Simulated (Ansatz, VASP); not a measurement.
## BN in VASP and in Ansatz

```xyz
4
Lattice="2.5040 0.0000 0.0000 -1.2520 2.1685 0.0000 0.0000 0.0000 6.6612" Properties=species:S:1:pos:R:3 pbc="T T T"
B     0.0636    1.5093    1.6653
B     1.1884    0.6592    4.9959
N    -0.0636    1.3821    4.9959
N     1.3156    0.7864    1.6653
```

Change from the starting cell: mode 4 (44.6 1/cm) frozen in, largest displacement +0.090 Å.

Alike in both runs: task single point; functional PBE; k mesh 12 × 12 × 4; occupations gaussian, width 0.05 eV; no spin polarisation.

|  | VASP | Ansatz |
| --- | --- | --- |
| version | VASP 6.6.1 | Ansatz 0.2.0 |
| potentials or method | VASP PAW PBE potentials, release 64 (B, N), cutoff 520 eV | scalar-relativistic, plane waves, PAW |
| valence electrons in the cell | 16 | 16 |

Ansatz gave:

| Quantity | Value |
| --- | --- |
| gap on the k mesh at the Fermi level (eV) | 4.03 |
| least direct gap on the mesh (eV) | 4.42 |
| pressure (GPa) | 3.3 |
| traceless stress, the component that is largest in VASP (GPa) | -0.41 |
| rms of the force components (eV/Å) | 0.005 |

Task: What did VASP give for the same quantities?

Result: gap on the k mesh at the Fermi level (eV): 4.03; least direct gap on the mesh (eV): 4.41; pressure (GPa): 3.4; traceless stress, the component that is largest in VASP (GPa): -0.62; rms of the force components (eV/Å): 0.006.

Atom by atom the forces differ by 0.000 eV/Å (rms over components).
